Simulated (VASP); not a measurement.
# Al34CN36 (a cell with a defect) in VASP: single point with PBE

Aim: the single point of Al34CN36 (a cell with a defect) with PBE.

Everything below comes from runs of VASP 6.6.1. Logs are shortened: lines on timing, memory, paths and dates and some standing lists are left out, and cuts for length are marked.

**1. The cell of the first run**

The cell holds a defect, 71 atoms: a = 9.389 Å, b = 9.389 Å, c = 10.035 Å, α = 90.00°, β = 90.00°, γ = 120.00°.

**2. Single point, PBE, collinear spin**

INCAR reads:

```
PREC     = Accurate       # precision mode
ENCUT    = 520            # plane-wave cutoff, eV
EDIFF    = 1E-6           # SCF threshold, eV
ISMEAR   = 0              # smearing method
SIGMA    = 0.01           # smearing width, eV
LREAL    = Auto         
LASPH    = True           # aspherical terms in the spheres
NELM     = 150            # most SCF steps
ALGO     = Normal         # electronic algorithm
ISIF     = 2              # what is computed and relaxed
LWAVE    = False          # write WAVECAR
LCHARG   = False          # write CHGCAR
ISPIN    = 2              # spin polarisation
MAGMOM   = 0 0 0 0 0 0 0 0 0 0 0 0 0 0 0 0 0 0 0 0 0 0 0 0 0 0 0 0 0 0 0 0 0 0 0 0 0 0 0.01 0 0.02 0 0 0 0 0 0.06 0.01 0 0 0.43 0.11 0.03 0.32 0.41 0.01 0.03 0 0.03 0 0 0 0.04 0.01 0 0 0 0.01 0 0 0 # initial moments
LORBIT   = 11             # projections on sites
NUPDOWN  = 2.0            # fixed moment
GGA      = PE             # functional
NBANDS   = 188            # bands
```

KPOINTS reads:

```
Automatic mesh
0
Gamma
  1 1 1
  0.25 0.25 0.25
```

POSCAR reads:

```
Al34CN36
1.0
    9.3892708701      0.0000000899      0.0000000000
   -4.6946355101      8.1313470499      0.0000000000
    0.0000000000      0.0000000000     10.0348065900
Al N C
34 36 1
Direct
    0.2260656566      0.1191283907      0.2518980931
    0.1079612042      0.2189819952      0.4951028902
    0.2226694807      0.1136073826      0.7512578418
    0.1145842398      0.2322727573      1.0008671438
    0.1081078631      0.5553955556      0.4949465817
    0.2280068560      0.4473387856      0.7467824114
    0.1142347445      0.5488965584      1.0009864328
    0.2259664102      0.7736127771      0.2517593943
    0.1116363774      0.8891053092      0.5007869514
    0.2226615054      0.7757158234      0.7512061978
    0.1122093647      0.8894566301      1.0017663403
    0.5494684978      0.1080309088      0.2510463826
    0.4422775382      0.2223724241      0.5029530484
    0.5547975487      0.1106869792      0.7512948322
    0.4458451678      0.2247088043      1.0000588157
    0.5567909566      0.4495863461      0.2493694591
    0.5588446743      0.4457193601      0.7479728128
    0.4515523100      0.5595577680      0.9989616255
    0.5575909615      0.7747577133      0.2493237370
    0.4422455103      0.8863954430      0.5026821279
    0.5589181185      0.7799534739      0.7476667836
    0.4458052685      0.8879846743      1.0000233641
    0.8803022942      0.1096896574      0.2538904932
    0.7735543016      0.2198305782      0.5018444081
    0.8918073784      0.1138456128      0.7496884762
    0.7766455022      0.2216000792      0.9999860890
    0.8801482874      0.4367728340      0.2538242357
    0.7784960452      0.5583968992      0.5029329219
    0.8917179876      0.4444227416      0.7496998070
    0.7807340928      0.5564248143      0.9998199042
    0.8908777861      0.7787352754      0.2506913496
    0.7784110487      0.8868593707      0.5027493411
    0.8910400908      0.7788471165      0.7517859836
    0.7807989534      0.8911666769      0.9997087782
    0.2211757304      0.1116701446      0.4401301782
    0.1145380829      0.2540610017      0.1980894950
    0.2202833097      0.1139679476      0.9446614402
    0.1140651089      0.2261853194      0.6851012705
    0.1711109215      0.4185298879      0.3965417646
    0.1129105374      0.5254144484      0.1981878169
    0.2276012282      0.4475159048      0.9367600993
    0.1139993118      0.5539625761      0.6849642685
    0.2209248847      0.7762152429      0.4400179969
    0.1152671107      0.8907338116      0.1927261276
    0.2202039257      0.7733989524      0.9446574514
    0.1141299631      0.8901327829      0.6922353710
    0.5513376985      0.1091957633      0.4416587789
    0.4438442232      0.2239554789      0.1899371057
    0.5542004937      0.1107978189      0.9413623525
    0.4440813458      0.2214570435      0.6923408949
    0.5672255090      0.4341039208      0.4358507314
    0.4683562443      0.5679328689      0.1820170419
    0.5599969197      0.4444786753      0.9390174337
    0.4498165104      0.5580586533      0.7038866330
    0.5678399958      0.8012250701      0.4354810687
    0.4436836726      0.8862671082      0.1898308548
    0.5602035230      0.7833122234      0.9385787588
    0.4440290295      0.8888248753      0.6921137271
    0.8847725248      0.1087137473      0.4422000803
    0.7712848880      0.2185039708      0.1912057913
    0.8931235663      0.1155083456      0.9413644271
    0.7773939879      0.2216750029      0.6919574249
    0.8844407715      0.4427326972      0.4422116613
    0.7866206365      0.5574959501      0.1897992972
    0.8928591971      0.4447493126      0.9414743521
    0.7827524034      0.5572095390      0.6922099178
    0.8908081608      0.7789022742      0.4413539079
    0.7867154946      0.8952925137      0.1896608103
    0.8913142281      0.7792488511      0.9415552588
    0.7828295066      0.8916971014      0.6921547564
    0.1497449052      0.4077308742      0.2658184139
```

Potentials or basis: VASP PAW PBE potentials, release 64 (Al, N, C).

Run with:

```bash
> cat potpaw_PBE.64/Al/POTCAR potpaw_PBE.64/N/POTCAR potpaw_PBE.64/C/POTCAR > POTCAR
> mpirun -np 1 vasp_std > vasp.out
```

OUTCAR:

```text
PREC = Accurate
   ENCUT = 520
   EDIFF = 1E-6
   ISMEAR = 0
   LREAL = Auto
   LASPH = True
   NELM = 150
   ISIF = 2
   ISPIN = 2
   LORBIT = 11
   NUPDOWN = 2.0
   GGA = PE

 ion  position               nearest neighbor table
   1  0.226  0.119  0.252-  48 1.88  35 1.89  44 1.95  36 2.08   2 3.02  13 3.07  12 3.09  15 3.10
                            16 3.10   4 3.11   9 3.12  11 3.13  31 3.17  23 3.20   8 3.24
   2  0.108  0.219  0.495-  35 1.88  59 1.89  38 1.91  39 1.93   1 3.02  23 3.05  25 3.10  32 3.11
                             9 3.12  13 3.12   3 3.13   6 3.14  24 3.14   5 3.16
   3  0.223  0.114  0.751-  50 1.90  46 1.91  38 1.92  37 1.94  13 3.07  15 3.09  11 3.11   9 3.11
                            25 3.11   6 3.11   4 3.11  33 3.13  14 3.13   2 3.13  17 3.14  10 3.17
   4  0.115  0.232  0.001-  41 1.87  61 1.90  37 1.91  36 1.99   7 2.97   6 3.09  25 3.10   3 3.11
                             1 3.11  18 3.12  26 3.12  15 3.15  34 3.17  23 3.17  11 3.21
   5  0.108  0.555  0.495-  43 1.88  63 1.89  42 1.91  39 1.93   8 3.02  27 3.05  29 3.10  28 3.11
                             9 3.12  20 3.12  10 3.13   6 3.13  24 3.15   2 3.16
   6  0.228  0.447  0.747-  54 1.85  42 1.90  38 1.90  41 1.91   4 3.09   7 3.09  10 3.11   3 3.11
                            17 3.11  21 3.12  18 3.12   5 3.13   2 3.14  29 3.14  25 3.14
   7  0.114  0.549  0.001-  41 1.86  65 1.90  45 1.91  40 1.99   4 2.97   6 3.09  29 3.10   8 3.11
                            10 3.11  18 3.12  26 3.12  22 3.15  30 3.17  27 3.17  11 3.21
   8  0.226  0.774  0.252-  56 1.88  43 1.89  44 1.95  40 2.09   5 3.02  20 3.07  12 3.09  22 3.09
                            19 3.11   7 3.11   9 3.12  11 3.13  31 3.17  27 3.21   1 3.24
   9  0.112  0.889  0.501-  67 1.89  43 1.91  35 1.91  46 1.92  31 3.09  33 3.09  10 3.11   3 3.11
[... 72 lines left out ...]
  56  0.444  0.886  0.190-   8 1.88  22 1.90  12 1.91  19 1.93
  57  0.560  0.783  0.939-  22 1.89  34 1.90  21 1.92  18 1.92
  58  0.444  0.889  0.692-  10 1.90  14 1.90  20 1.90  21 1.90
  59  0.885  0.109  0.442-  23 1.89   2 1.89  32 1.90  24 1.90
  60  0.771  0.219  0.191-  23 1.88  27 1.88  12 1.90  26 1.92
  61  0.893  0.116  0.941-   4 1.90  26 1.90  34 1.92  25 1.92
  62  0.777  0.222  0.692-  25 1.90  29 1.90  14 1.91  24 1.91
  63  0.884  0.443  0.442-  27 1.89   5 1.89  28 1.90  24 1.91
  64  0.787  0.557  0.190-  27 1.86  31 1.90  30 1.91  16 1.96
  65  0.893  0.445  0.941-   7 1.90  26 1.91  30 1.91  29 1.92
  66  0.783  0.557  0.692-  29 1.89  33 1.90  28 1.90  17 1.90
  67  0.891  0.779  0.441-   9 1.89  32 1.89  28 1.90  31 1.91
  68  0.787  0.895  0.190-  23 1.86  31 1.90  34 1.91  19 1.96
  69  0.891  0.779  0.942-  11 1.90  34 1.90  30 1.90  33 1.90
  70  0.783  0.892  0.692-  33 1.89  25 1.90  32 1.90  21 1.90
  71  0.150  0.408  0.266-  39 1.32  36 1.48  40 1.48  23 2.68  27 2.68

  LATTYP: Found a hexagonal cell.
 ALAT       =     9.3892708701
 C/A-ratio  =     1.0687524866

  Lattice vectors:

 A1 = (   9.3892708701,   0.0000000899,   0.0000000000)
 A2 = (  -4.6946355101,   8.1313470499,   0.0000000000)
 A3 = (   0.0000000000,   0.0000000000,  10.0348065900)

Analysis of symmetry for initial positions (statically):
=====================================================================
 Subroutine PRICEL returns:
 Original cell was already a primitive cell.

 Routine SETGRP: Setting up the symmetry group for a
 hexagonal supercell.

 Subroutine GETGRP returns: Found  1 space group operations
 (whereof  1 operations were pure point group operations)
 out of a pool of 24 trial point group operations.

The static configuration has the point symmetry C_1 .

Analysis of symmetry for dynamics (positions and initial velocities):
=====================================================================
 Subroutine PRICEL returns:
 Original cell was already a primitive cell.

 Routine SETGRP: Setting up the symmetry group for a
 hexagonal supercell.

[... 251 lines left out ...]
   EFERMI =   0.00;   METHOD = LEGACY
   ISMEAR =     0;   SIGMA  =   0.01  broadening in eV -4-tet -1-fermi 0-gaus
   EFERMI_NEDOS =   21; number of points for ismear=-14 and -15
   IALGO  =     38    algorithm
   IMIX   =      4    mixing-type and parameters
     AMIX     =   0.40;   BMIX     =  1.00
     AMIX_MAG =   1.60;   BMIX_MAG =  1.00
  volume/ion in A,a.u.               =      10.79        72.82
  Fermi-wavevector in a.u.,A,eV,Ry     =   1.178770  2.227552 18.905276  1.389499
  Thomas-Fermi vector in A             =   2.315093
   LORBIT       =     11    0 simple, 1 ext, 2 COOP (PROOUT), +10 PAW based schemes
   GGA     = PE    functional components
   LHFCALC =     F    Hartree Fock is set to
   AEXX    =    0.0000 exact exchange contribution
   IVDW    =     0    specifies the selected vdW correction
   LEPSILON=     F    determine dielectric tensor
   LRPA    =     F    only Hartree local field effects (RPA)
 spin polarized calculation
 Gauss-broadening in eV      SIGMA  =   0.01
  energy-cutoff  :      520.00
  volume of cell :      766.13
 maximum number of plane-waves:     20622
 NGX is ok and might be reduce to    70
   NGX = 35   NGY = 35   NGZ = 37

 number of electron     285.9999999 magnetization       1.9999994

 Free energy of the ion-electron system (eV)
  ---------------------------------------------------
  ext. energy  EPLUGINS =         0.00000000
  ---------------------------------------------------
  free energy    TOTEN  =      -525.58612202 eV

  energy without entropy =     -525.58612202  energy(sigma->0) =     -525.58612202

 E-fermi :   6.4101     XC(G=0): -10.7024

 val. band max:        6.3239534526   @ k =   0.2500   0.5000   0.2500
 cond. band min:       6.4606623244   @ k =   0.2500   0.5000   0.2500
 fundamental gap:      0.1367088717
 Fermi energy:         6.1726673497

 spin component 1

 k-point     1 :       0.2500    0.2500    0.2500
  band No.  band energies     occupation
      1     -12.2956      1.00000
      2      -9.1781      1.00000
      3      -9.0539      1.00000
      4      -8.9428      1.00000
      5      -8.7952      1.00000
      6      -8.6451      1.00000
[... 937 lines left out ...]
    154      11.4532      0.00000
    155      11.4965      0.00000
 Fermi energy:         6.4100788590

 spin component 2

 k-point     1 :       0.2500    0.2500    0.2500
  band No.  band energies     occupation
      1     -12.2864      1.00000
      2      -9.1632      1.00000
      3      -9.0405      1.00000
      4      -8.9125      1.00000
      5      -8.7839      1.00000
      6      -8.6149      1.00000
[... 937 lines left out ...]
    154      11.4638      0.00000
    155      11.5082      0.00000
 [bands above 155 left out]

------------------------ aborting loop because EDIFF is reached ----------------------------------------

  FORCE on cell =-STRESS in cart. coord.  units (eV):
  Direction    XX          YY          ZZ          XY          YZ          ZX
  --------------------------------------------------------------------------------------
  -------------------------------------------------------------------------------------
  Total        0.7004008     -7.3217543     -2.2200939      5.8078252     -0.0259811      0.1199767
  in kB        1.4647174    -15.3116629     -4.6427847     12.1456496     -0.0543331      0.2509021
  external PRESSURE =      -6.1632434 kB  Pullay stress =       0.0000000 kB

 VOLUME and BASIS-vectors are now :
 -----------------------------------------------------------------------------
  energy-cutoff  :      520.00
  volume of cell :      766.13
      direct lattice vectors                 reciprocal lattice vectors
     9.389270870  0.000000090  0.000000000     0.106504542  0.061490427  0.000000000
    -4.694635510  8.131347050  0.000000000    -0.000000001  0.122980853  0.000000000
     0.000000000  0.000000000 10.034806590     0.000000000  0.000000000  0.099653141

 POSITION                                       TOTAL-FORCE (eV/Angst)
 -----------------------------------------------------------------------------------
      1.56333      0.96867      2.52775         0.054667     -0.024230      0.011430
     -0.01436      1.78062      4.96826         0.018692     -0.002170      0.022390
      1.55736      0.92378      7.53873         0.041577     -0.016482      0.002692
     -0.01457      1.88869      0.00870        -0.015799     -0.002269     -0.008103
     -1.59233      4.51611      4.96669        -0.041880      0.004445      0.001702
      0.04073      3.63747      7.49382         0.034924     -0.001498     -0.025244
[... 63 lines left out ...]
      3.16401      7.25070      6.94564        -0.035153      0.023645     -0.008063
     -0.50815      3.31540      2.66744        -0.023317      0.029425     -0.032623
 -----------------------------------------------------------------------------------
    total drift:                               -0.004613     -0.015253      0.042984

  FREE ENERGIE OF THE ION-ELECTRON SYSTEM (eV)
  ---------------------------------------------------
  free  energy   TOTEN  =      -525.5861220195 eV

  energy  without entropy=     -525.5861220195  energy(sigma->0) =     -525.58612202

 total charge

# of ion       s       p       d       tot
------------------------------------------
    1        0.363   0.403   0.000   0.765
    2        0.369   0.431   0.000   0.800
    3        0.366   0.422   0.000   0.788
    4        0.368   0.426   0.000   0.794
    5        0.369   0.430   0.000   0.799
    6        0.371   0.443   0.000   0.814
[... 63 lines left out ...]
   70        1.224   2.629   0.000   3.853
   71        0.832   1.570   0.000   2.403
--------------------------------------------------
tot         57.512 110.143   0.000 167.654

 magnetization (x)

# of ion       s       p       d       tot
------------------------------------------
    1       -0.000   0.000   0.000  -0.000
    2        0.000   0.001   0.000   0.001
    3       -0.000   0.000   0.000   0.000
    4        0.000   0.000   0.000   0.000
    5        0.000   0.001   0.000   0.001
    6       -0.001  -0.001   0.000  -0.002
[... 63 lines left out ...]
   70       -0.000   0.000   0.000   0.000
   71        0.000   0.000   0.000   0.000
--------------------------------------------------
tot          0.039   1.298   0.000   1.337
```

It took 72 min on 1 thread of Intel Xeon Platinum 8259CL at 2.50GHz (Skylake/Cascade Lake), shared host; peak memory 1.7 GiB.

Results:

| Item | Value |
| --- | --- |
| Free energy | -525.5861 eV |
| Pressure | -0.6 GPa |
| Largest force | 0.109 eV/Å |
| Net moment | 2.00 μB per cell |
| Site moments | Al -0.00, +0.00 (each value once); N +0.00, +0.01, +0.02, +0.04, +0.36, +0.11, +0.28, +0.03, -0.00 (each value once); C +0.00 μB |
| Valence electrons inside the program's atomic spheres | Al 0.77, 0.80, 0.79, 0.81, 0.82 (each value once); N 3.86, 3.80, 3.83, 3.90, 3.81, 3.84, 3.85, 3.75, 3.82, 3.77, 3.76 (each value once); C 2.40 |

Forces in eV/Å, atoms in the order of the input:
```
Al   0.055 -0.024  0.011
Al   0.019 -0.002  0.022
Al   0.042 -0.016  0.003
Al  -0.016 -0.002 -0.008
Al  -0.042  0.004  0.002
Al   0.035 -0.001 -0.025
Al  -0.036  0.024  0.004
Al   0.018  0.012  0.021
Al  -0.014  0.009 -0.003
Al   0.032 -0.010 -0.006
Al  -0.025  0.013  0.006
Al   0.012 -0.004  0.053
Al   0.049  0.049 -0.046
Al   0.020 -0.014 -0.017
Al  -0.024  0.026  0.009
Al   0.070 -0.047  0.068
Al   0.032 -0.011 -0.003
Al  -0.033 -0.012 -0.058
Al  -0.049  0.034  0.060
Al   0.002  0.074 -0.023
Al   0.023 -0.029  0.000
Al  -0.025  0.018  0.002
Al   0.012  0.005 -0.006
Al  -0.076  0.019 -0.007
Al   0.015 -0.019 -0.003
Al  -0.033  0.019  0.003
Al  -0.015 -0.028  0.029
Al  -0.059 -0.030 -0.018
Al   0.012 -0.009 -0.008
Al  -0.026  0.003 -0.006
Al   0.045 -0.023  0.017
Al  -0.017 -0.026  0.021
Al   0.025 -0.026 -0.005
Al  -0.020  0.016 -0.025
N   -0.002 -0.025  0.000
N   -0.097 -0.039 -0.030
N    0.029 -0.013  0.000
N   -0.039  0.022 -0.003
N    0.017  0.038  0.068
N    0.034  0.036 -0.043
N    0.065 -0.005  0.038
N   -0.030  0.012  0.002
N    0.037 -0.031 -0.004
N   -0.047  0.015 -0.003
N    0.038 -0.023 -0.001
N   -0.039  0.022  0.002
N    0.000 -0.031  0.018
N   -0.044  0.023 -0.022
N    0.044 -0.024 -0.002
N   -0.039  0.021  0.019
N    0.041 -0.025  0.006
N   -0.018 -0.029 -0.034
N    0.066 -0.039 -0.018
N   -0.037  0.020 -0.009
N    0.025 -0.024  0.002
N   -0.014 -0.005 -0.021
N    0.042  0.006  0.016
N   -0.037  0.014  0.020
N    0.030 -0.006 -0.013
N   -0.017  0.026 -0.020
N    0.037 -0.025  0.020
N   -0.027  0.023  0.012
N    0.057 -0.012  0.002
N   -0.072  0.033 -0.018
N    0.039 -0.024 -0.003
N   -0.037  0.028  0.015
N    0.033  0.000 -0.001
N   -0.018  0.011 -0.020
N    0.033 -0.015  0.003
N   -0.035  0.024 -0.008
C   -0.023  0.029 -0.033
```

Caveat: the k points lie up to 0.39 Å⁻¹ apart; the total moment is fixed, so each spin has its own Fermi level and the state may be an excited one.
